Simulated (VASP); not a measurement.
# InSe in VASP: a series of runs

The runs below take InSe through relaxation of cell and atoms, with PBE+D3(BJ).

Everything below comes from runs of VASP 6.6.1. Logs are shortened: lines on timing, memory, paths and dates and some standing lists are left out, and cuts for length are marked.

### Step 1. The cell of the first run

The cell holds a slab with vacuum, 12 atoms: a = 4.000 Å, b = 4.000 Å, c = 40.238 Å, α = 90.00°, β = 90.00°, γ = 120.00°.

### Step 2. Relaxation of cell and atoms, PBE+D3(BJ)

The input, INCAR:

```
ALGO = Normal ; EDIFF = 1E-6
EDIFFG = -0.01 ; ENCUT = 600
GGA = PE ; IBRION = 2
ISIF = 3 ; ISMEAR = 0
IVDW = 12 ; KPAR = 4
LASPH = T ; LATTICE_CONSTRAINTS = .TRUE. .TRUE. .FALSE.
LCHARG = F ; LREAL = F
LWAVE = F ; NELM = 80
NSW = 90 ; PREC = Accurate
SIGMA = 0.03
```

The input, KPOINTS:

```
k-points
0
Gamma
  9 9 1
```

The input, POSCAR:

```
InSe
1.0
    4.0000000000      0.0000000000      0.0000000000
   -2.0000000000      3.4641016200      0.0000000000
    0.0000000000      0.0000000000     40.2377120000
Se In
6 6
Direct
    0.0000000000      0.0000000000      0.2236707700
    0.0000000000      0.0000000000      0.3568222800
    0.6666666700      0.3333333300      0.4334242500
    0.6666666700      0.3333333300      0.5665757500
    0.3333333300      0.6666666700      0.6431777200
    0.3333333300      0.6666666700      0.7763292300
    0.6666666700      0.3333333300      0.2551547700
    0.6666666700      0.3333333300      0.3252543800
    0.3333333300      0.6666666700      0.4649082400
    0.3333333300      0.6666666700      0.5350078600
    0.0000000000      0.0000000000      0.6746617200
    0.0000000000      0.0000000000      0.7447613300
```

Potentials or basis: VASP PAW PBE potentials, release 64 (Se, In_d).

On the command line:

```bash
cat potpaw_PBE.64/Se/POTCAR potpaw_PBE.64/In_d/POTCAR > POTCAR
mpirun -np 4 vasp_std > vasp.out
```

OUTCAR:

```text
EDIFF = 1E-6
   EDIFFG = -0.01
   ENCUT = 600
   GGA = PE
   IBRION = 2
   ISIF = 3
   ISMEAR = 0
   IVDW = 12
   LASPH = T
   LREAL = F
   NELM = 80
   NSW = 90
   PREC = Accurate
 IVDW          = 12

 ion  position               nearest neighbor table
   1  0.000  0.000  0.224-   7 2.63   7 2.63   7 2.63
   2  0.000  0.000  0.357-   8 2.64   8 2.64   8 2.64
   3  0.667  0.333  0.433-   9 2.63   9 2.63   9 2.63
   4  0.667  0.333  0.567-  10 2.64  10 2.64  10 2.64
   5  0.333  0.667  0.643-  11 2.63  11 2.63  11 2.63
   6  0.333  0.667  0.776-  12 2.64  12 2.64  12 2.64
   7  0.667  0.333  0.255-   1 2.63   1 2.63   1 2.63   8 2.82
   8  0.667  0.333  0.325-   2 2.64   2 2.64   2 2.64   7 2.82
   9  0.333  0.667  0.465-   3 2.63   3 2.63   3 2.63  10 2.82
  10  0.333  0.667  0.535-   4 2.64   4 2.64   4 2.64   9 2.82
  11  0.000  0.000  0.675-   5 2.63   5 2.63   5 2.63  12 2.82
  12  0.000  0.000  0.745-   6 2.64   6 2.64   6 2.64  11 2.82

  LATTYP: Found a hexagonal cell.
 ALAT       =     4.0000000000
 C/A-ratio  =    10.0594280000

  Lattice vectors:

 A1 = (   4.0000000000,   0.0000000000,   0.0000000000)
 A2 = (  -2.0000000000,   3.4641016200,   0.0000000000)
 A3 = (   0.0000000000,   0.0000000000,  40.2377120000)

Analysis of symmetry for initial positions (statically):
=====================================================================
 Subroutine PRICEL returns:
 Original cell was already a primitive cell.

 Routine SETGRP: Setting up the symmetry group for a
 hexagonal supercell.

 Subroutine GETGRP returns: Found  6 space group operations
 (whereof  6 operations were pure point group operations)
 out of a pool of 24 trial point group operations.

The static configuration has the point symmetry C_3v.

Analysis of symmetry for dynamics (positions and initial velocities):
=====================================================================
 Subroutine PRICEL returns:
 Original cell was already a primitive cell.

 Routine SETGRP: Setting up the symmetry group for a
 hexagonal supercell.

 Subroutine GETGRP returns: Found  6 space group operations
 (whereof  6 operations were pure point group operations)
 out of a pool of 24 trial point group operations.

The dynamic configuration has the point symmetry C_3v.

 Subroutine INISYM returns: Found  6 space group operations
 (whereof  6 operations are pure point group operations),
 and found     1 'primitive' translations

----------------------------------------------------------------------------------------

                                     Primitive cell

  volume of cell :     557.5501

  direct lattice vectors                    reciprocal lattice vectors
     4.000000000  0.000000000  0.000000000     0.250000000  0.144337567  0.000000000
    -2.000000000  3.464101620  0.000000000     0.000000000  0.288675134  0.000000000
     0.000000000  0.000000000 40.237712000     0.000000000  0.000000000  0.024852308

  length of vectors
     4.000000000  4.000000004 40.237712000     0.288675134  0.288675134  0.024852308

  position of ions in fractional coordinates (direct lattice)
     0.000000000  0.000000000  0.223670770
     0.000000000  0.000000000  0.356822280
     0.666666670  0.333333330  0.433424250
     0.666666670  0.333333330  0.566575750
     0.333333330  0.666666670  0.643177720
     0.333333330  0.666666670  0.776329230
     0.666666670  0.333333330  0.255154770
     0.666666670  0.333333330  0.325254380
     0.333333330  0.666666670  0.464908240
     0.333333330  0.666666670  0.535007860
     0.000000000  0.000000000  0.674661720
     0.000000000  0.000000000  0.744761330

  ion indices of the primitive-cell ions
   primitive index   ion index
                 1           1
                 2           2
                 3           3
                 4           4
                 5           5
                 6           6
                 7           7
                 8           8
                 9           9
                10          10
                11          11
                12          12

----------------------------------------------------------------------------------------

 KPOINTS: k-points

Automatic generation of k-mesh.
 Grid dimensions read from file:
 generate k-points for:    9    9    1

 Generating k-lattice:

  Cartesian coordinates                     Fractional coordinates (reciprocal lattice)
     0.027777778  0.016037507  0.000000000     0.111111111 -0.000000000  0.000000000
     0.000000000  0.032075015  0.000000000     0.000000000  0.111111111  0.000000000
     0.000000000  0.000000000  0.024852308     0.000000000  0.000000000  1.000000000

  Length of vectors
     0.032075015  0.032075015  0.024852308

  Shift w.r.t. Gamma in fractional coordinates (k-lattice)
     0.000000000  0.000000000  0.000000000

 Subroutine IBZKPT returns following result:
 ===========================================

 Found     12 irreducible k-points:

 Following reciprocal coordinates:
            Coordinates               Weight
  0.000000  0.000000  0.000000      1.000000
  0.111111 -0.000000  0.000000      6.000000
  0.222222 -0.000000  0.000000      6.000000
  0.333333 -0.000000  0.000000      6.000000
  0.444444 -0.000000  0.000000      6.000000
  0.111111  0.111111  0.000000      6.000000
  0.222222  0.111111  0.000000     12.000000
  0.333333  0.111111  0.000000     12.000000
  0.444444  0.111111  0.000000      6.000000
  0.222222  0.222222  0.000000      6.000000
  0.333333  0.222222  0.000000     12.000000
  0.333333  0.333333  0.000000      2.000000
   k-points           NKPTS =     12   k-points in BZ     NKDIM =     12   number of bands    NBANDS=     68
   number of dos      NEDOS =    301   number of ions     NIONS =     12
   total plane-waves  NPLWV = 331776
   dimension x,y,z NGX =    32 NGY =   32 NGZ =  324
   dimension x,y,z NGXF=    64 NGYF=   64 NGZF=  648
   ions per type =               6   6
   NGX,Y,Z   is equivalent  to a cutoff of  13.30, 13.30, 13.39 a.u.
   NGXF,Y,Z  is equivalent  to a cutoff of  26.60, 26.60, 26.77 a.u.
 SYSTEM =  unknown system
   PREC   = accura    normal or accurate (medium, high low for compatibility)
   ISTART =      0    job   : 0-new  1-cont  2-samecut
   ICHARG =      2    charge: 1-file 2-atom 10-const
   ISPIN  =      1    spin polarized calculation?
   LNONCOLLINEAR =      F non collinear calculations
   LSORBIT =      F    spin-orbit coupling
   LASPH  =      T    aspherical Exc in radial PAW
   ENCUT  =  600.0 eV  44.10 Ry    6.64 a.u.   7.99  7.99 80.36*2*pi/ulx,y,z
   NELM   =     80;   NELMIN=  2; NELMDL= -5     # of ELM steps
   EDIFF  = 0.1E-05   stopping-criterion for ELM
   LREAL  =      F    real-space projection
   EDIFFG = -.1E-01   stopping-criterion for IOM
   NSW    =     90    number of steps for IOM
   IBRION =      2    ionic relax: 0-MD 1-quasi-New 2-CG
   NFREE  =      1    steps in history (QN), initial steepest desc. (CG)
   ISIF   =      3    stress and relaxation
   ISYM   =      2    0-nonsym 1-usesym 2-fastsym
   POTIM  = 0.5000    time-step for ionic-motion
   TEBEG  =    0.0;   TEEND  =   0.0 temperature during run
   PSTRESS=    0.0 pullay stress
   NELECT =     114.0000    total number of electrons
   NUPDOWN=      -1.0000    fix difference up-down
   EMIN   =  10.00;   EMAX   =-10.00  energy-range for DOS
   EFERMI =   0.00;   METHOD = LEGACY
   ISMEAR =     0;   SIGMA  =   0.03  broadening in eV -4-tet -1-fermi 0-gaus
   EFERMI_NEDOS =   21; number of points for ismear=-14 and -15
   IALGO  =     38    algorithm
   IMIX   =      4    mixing-type and parameters
     AMIX     =   0.40;   BMIX     =  1.00
     AMIX_MAG =   1.60;   BMIX_MAG =  1.00
  volume/ion in A,a.u.               =      46.46       313.54
  Fermi-wavevector in a.u.,A,eV,Ry     =   0.964455  1.822555 12.655769  0.930173
  Thomas-Fermi vector in A             =   2.094087
   LORBIT       =      0    0 simple, 1 ext, 2 COOP (PROOUT), +10 PAW based schemes
   GGA     = PE    functional components
   LHFCALC =     F    Hartree Fock is set to
   AEXX    =    0.0000 exact exchange contribution
   IVDW    =    12    specifies the selected vdW correction
   LEPSILON=     F    determine dielectric tensor
   LRPA    =     F    only Hartree local field effects (RPA)
 conjugate gradient relaxation of ions
 non-spin polarized calculation
 Gauss-broadening in eV      SIGMA  =   0.03
  energy-cutoff  :      600.00
  volume of cell :      557.55
 maximum number of plane-waves:     18678
 NGX is ok and might be reduce to    32
   NGX = 15   NGY = 15   NGZ =161

--------------------------------------- Ionic step        1  -------------------------------------------

 number of electron     113.9999999 magnetization

 Free energy of the ion-electron system (eV)
  ---------------------------------------------------
  ext. energy  EPLUGINS =         0.00000000
  ---------------------------------------------------
  free energy    TOTEN  =       -42.45026075 eV

  energy without entropy =      -42.45026075  energy(sigma->0) =      -42.45026075

------------------------ aborting loop because EDIFF is reached ----------------------------------------

 Edisp (eV)   -3.29047

 E8    (eV) :    -1.5318

  FORCE on cell =-STRESS in cart. coord.  units (eV):
  Direction    XX          YY          ZZ          XY          YZ          ZX
  --------------------------------------------------------------------------------------
  -------------------------------------------------------------------------------------
  Total       3.24151     3.24151     0.61074     0.00000     0.00000     0.00000
  in kB       9.31481     9.31481     1.75503     0.00000     0.00000     0.00000
  external pressure =        6.79 kB  Pullay stress =        0.00 kB
[... 127 lines left out ...]
  FREE ENERGIE OF THE ION-ELECTRON SYSTEM (eV)
  ---------------------------------------------------
  free  energy   TOTEN  =       -45.7893095465 eV

  energy  without entropy=      -45.7893095465  energy(sigma->0) =      -45.78930955

[... ionic steps 4 to 36 ...]

--------------------------------------- Ionic step       37  -------------------------------------------

 number of electron     113.9999991 magnetization

------------------------ aborting loop because EDIFF is reached ----------------------------------------

 Edisp (eV)   -3.26974

 E8    (eV) :    -1.5227
[... 89 lines left out ...]
  energy  without entropy=      -45.7942932306  energy(sigma->0) =      -45.79429323

--------------------------------------- Ionic step       39  -------------------------------------------

 number of electron     113.9999991 magnetization

 Free energy of the ion-electron system (eV)
  ---------------------------------------------------
  ext. energy  EPLUGINS =         0.00000000
  ---------------------------------------------------
  free energy    TOTEN  =       -42.52461641 eV

  energy without entropy =      -42.52461641  energy(sigma->0) =      -42.52461641

 E-fermi :   0.4706     XC(G=0):  -5.7871

 val. band max:        0.2846649614   @ k =   0.1111  -0.0000   0.0000
 cond. band min:       1.0790268520   @ k =   0.0000   0.0000   0.0000
 fundamental gap:      0.7943618906
 Fermi energy:         0.4705574630

 k-point     1 :       0.0000    0.0000    0.0000
  band No.  band energies     occupation
      1     -14.2624      2.00000
      2     -14.2434      2.00000
      3     -14.2353      2.00000
      4     -14.0760      2.00000
      5     -14.0760      2.00000
      6     -14.0606      2.00000
[... 884 lines left out ...]
  FREE ENERGIE OF THE ION-ELECTRON SYSTEM (eV)
  ---------------------------------------------------
  free  energy   TOTEN  =       -45.7943079649 eV

  energy  without entropy=      -45.7943079649  energy(sigma->0) =      -45.79430796

 reached required accuracy - stopping structural energy minimisation
```

Run time: 62 min. Hardware: 4 MPI ranks of Intel Xeon Platinum 8488C (Sapphire Rapids), shared host; peak memory 1.1 GiB.

What came out:

```
Free energy                           : -45.7943 eV
Relaxed cell                          : a = 4.033 Å, b = 4.033 Å, c = 40.238 Å, α = 90.00°, β = 90.00°, γ = 120.00°
Space group after relaxing (to 0.1 Å) : P3m1 (No. 156)
Energy gained by relaxing             : 4.5 meV/atom
Ionic steps                           : 39
Largest force after relaxing          : 0.007 eV/Å
Band gap on the k mesh                : 0.79 eV (least direct gap 0.84 eV)
Dispersion energy per atom            : -0.272 eV
```

Forces on the atoms (eV/Å):
```
Se   0.000  0.000  0.004
Se   0.000  0.000 -0.003
Se   0.000  0.000 -0.007
Se   0.000  0.000  0.006
Se   0.000  0.000  0.004
Se   0.000  0.000 -0.005
In   0.000  0.000  0.002
In   0.000  0.000  0.000
In   0.000  0.000 -0.003
In   0.000  0.000  0.003
In   0.000  0.000  0.001
In   0.000  0.000 -0.001
```

The path:
| step | energy change (eV) | largest force (eV/Å) | pressure (GPa) | volume (Å³) |
| --- | --- | --- | --- | --- |
| 1 | 0.0000 | 0.4293 | 0.68 | 557.55 |
| 2 | -0.0343 | 0.2156 | -0.43 | 572.18 |
| 3 | -0.0486 | 0.0340 | -0.06 | 566.94 |
| 4 | -0.0486 | 0.0290 | -0.07 | 567.12 |
| 5 | -0.0488 | 0.0235 | -0.07 | 566.68 |
| 6 | -0.0491 | 0.0398 | -0.04 | 565.38 |
| 7 | -0.0493 | 0.0249 | -0.02 | 564.84 |
| 8 | -0.0493 | 0.0261 | -0.01 | 564.75 |
| 9 | -0.0495 | 0.0172 | -0.04 | 565.07 |
| 10 | -0.0496 | 0.0292 | -0.07 | 565.42 |
| 11 | -0.0497 | 0.0155 | -0.07 | 565.48 |
| 12 | -0.0497 | 0.0276 | -0.08 | 565.60 |
| 13 | -0.0498 | 0.0287 | -0.08 | 565.55 |
| 14 | -0.0499 | 0.0289 | -0.08 | 565.42 |
| 15 | -0.0501 | 0.0310 | -0.06 | 565.16 |
| 16 | -0.0502 | 0.0501 | -0.01 | 564.64 |
| 17 | -0.0502 | 0.0424 | -0.01 | 564.81 |
| 18 | -0.0502 | 0.0411 | -0.01 | 564.82 |
| 19 | -0.0503 | 0.0410 | -0.01 | 564.84 |
| 20 | -0.0505 | 0.0432 | -0.01 | 564.90 |
| 21 | -0.0507 | 0.0472 | -0.01 | 565.00 |
| 22 | -0.0512 | 0.0590 | -0.02 | 565.22 |
| 23 | -0.0515 | 0.0992 | -0.03 | 565.64 |
| 24 | -0.0519 | 0.0906 | -0.02 | 565.75 |
| 25 | -0.0528 | 0.0653 | -0.03 | 566.06 |
| 26 | -0.0534 | 0.0337 | -0.02 | 566.68 |
| 27 | -0.0534 | 0.0247 | -0.03 | 566.58 |
| 28 | -0.0534 | 0.0266 | -0.01 | 566.61 |
| 29 | -0.0535 | 0.0136 | -0.01 | 566.55 |
| 30 | -0.0535 | 0.0153 | 0.00 | 566.54 |
| 31 | -0.0535 | 0.0187 | 0.01 | 566.50 |
| 32 | -0.0535 | 0.0166 | 0.02 | 566.52 |
| 33 | -0.0536 | 0.0115 | -0.01 | 566.85 |
| 34 | -0.0536 | 0.0110 | -0.01 | 566.89 |
| 35 | -0.0536 | 0.0111 | -0.01 | 566.97 |
| 36 | -0.0536 | 0.0117 | -0.02 | 566.93 |
| 37 | -0.0536 | 0.0116 | -0.01 | 566.90 |
| 38 | -0.0536 | 0.0105 | -0.01 | 566.92 |
| 39 | -0.0536 | 0.0073 | -0.01 | 566.93 |

Final structure:
```
Se In
1.0
     4.03350    0.00000    0.00000
    -2.01675    3.49311    0.00000
     0.00000    0.00000   40.23771
Se In
6 6
Direct
  0.00000 0.00000 0.22605
  0.00000 0.00000 0.35976
  0.66667 0.33333 0.43332
  0.66667 0.33333 0.56670
  0.33333 0.66667 0.64020
  0.33333 0.66667 0.77388
  0.66667 0.33333 0.25820
  0.66667 0.33333 0.32769
  0.33333 0.66667 0.46529
  0.33333 0.66667 0.53468
  0.00000 0.00000 0.67223
  0.00000 0.00000 0.74172
```

Caveat: spin-orbit coupling is left out, which moves the levels of the heavy elements. Zero-point motion and thermal expansion aren't in these numbers.

### Step 3. Relaxation of cell and atoms, PBE+D3(BJ)

This run uses another cell than the first one.

INCAR: that of step 2 with these lines changed.

```diff
@@ -1,3 +1,3 @@
-ALGO = Normal ; EDIFF = 1E-6
-EDIFFG = -0.01 ; ENCUT = 600
+ALGO = Normal ; EDIFF = 1E-7
+EDIFFG = -0.005 ; ENCUT = 600
 GGA = PE ; IBRION = 2
```

KPOINTS is that of step 2.

The input, POSCAR:

```
InSe                                    
1.0
    4.0334981016     -0.0000000000      0.0000000000
   -2.0167490508      3.4931118271      0.0000000000
    0.0000000000      0.0000000000     40.2377120000
  Se              In            
     6     6
Direct
     0.0000000000000000    1.0000000000000000    0.2260538901184967
     0.0000000000000000    0.0000000000000000    0.3597644011179038
     0.6666666699999979    0.3333333300000021    0.4333246407283441
     0.6666666699999979    0.3333333300000021    0.5666983441672128
     0.3333333300000021    0.6666666699999979    0.6402049031871559
     0.3333333300000021    0.6666666699999979    0.7738779610070207
     0.6666666699999979    0.3333333300000021    0.2581999811878651
     0.6666666699999979    0.3333333300000021    0.3276901275428828
     0.3333333300000021    0.6666666699999979    0.4652905757718333
     0.3333333300000021    0.6666666699999979    0.5346840481045965
     0.0000000000000000    1.0000000000000000    0.6722345220400153
     0.0000000000000000    0.0000000000000000    0.7417249050266723
```

Potentials or basis: VASP PAW PBE potentials, release 64 (Se, In_d).

On the command line:

```bash
cat potpaw_PBE.64/Se/POTCAR potpaw_PBE.64/In_d/POTCAR > POTCAR
mpirun -np 4 vasp_std > vasp.out
```

It took 17 min on 4 MPI ranks of Intel Xeon Platinum 8488C (Sapphire Rapids), shared host; peak memory 1.1 GiB.

Results (log left out):

| Quantity | Value |
| --- | --- |
| Free energy | -45.7948 eV |
| Relaxed cell | a = 4.033 Å, b = 4.033 Å, c = 40.238 Å, α = 90.00°, β = 90.00°, γ = 120.00° |
| Space group after relaxing (to 0.1 Å) | P3m1 (No. 156) |
| Energy gained by relaxing | 0.0 meV/atom |
| Ionic steps | 6 |
| Largest force after relaxing | 0.004 eV/Å |
| Band gap on the k mesh | 0.80 eV (least direct gap 0.84 eV) |
| Dispersion energy per atom | -0.273 eV |

Forces in eV/Å, atoms in the order of the input:
```
Se   0.000  0.000  0.002
Se   0.000  0.000  0.000
Se   0.000  0.000 -0.004
Se   0.000  0.000  0.004
Se   0.000  0.000  0.001
Se   0.000  0.000 -0.001
In   0.000  0.000  0.000
In   0.000  0.000  0.000
In   0.000  0.000 -0.001
In   0.000  0.000  0.000
In   0.000  0.000  0.001
In   0.000  0.000 -0.001
```

Final structure:
```yaml
crystal:
  lattice:
    - [4.03265, 0.00000, 0.00000]
    - [-2.01632, 3.49238, 0.00000]
    - [0.00000, 0.00000, 40.23771]
  atoms:
    - { symbol: Se, position: [0.00000, 0.00000, 0.22607] }
    - { symbol: Se, position: [0.00000, 0.00000, 0.35975] }
    - { symbol: Se, position: [0.66667, 0.33333, 0.43330] }
    - { symbol: Se, position: [0.66667, 0.33333, 0.56672] }
    - { symbol: Se, position: [0.33333, 0.66667, 0.64022] }
    - { symbol: Se, position: [0.33333, 0.66667, 0.77386] }
    - { symbol: In, position: [0.66667, 0.33333, 0.25822] }
    - { symbol: In, position: [0.66667, 0.33333, 0.32768] }
    - { symbol: In, position: [0.33333, 0.66667, 0.46528] }
    - { symbol: In, position: [0.33333, 0.66667, 0.53469] }
    - { symbol: In, position: [0.00000, 0.00000, 0.67225] }
    - { symbol: In, position: [0.00000, 0.00000, 0.74171] }
```

Levels at points of the mesh, in eV from the valence-band top:
```
           k point  band 54  band 55  band 56  band 57  band 58  band 59  band 60  band 61
(0.00, 0.00, 0.00)    -0.86    -0.86    -0.62    -0.05     0.80     1.31     1.77     2.31
```

Caveat: spin-orbit coupling is left out, which moves the levels of the heavy elements.
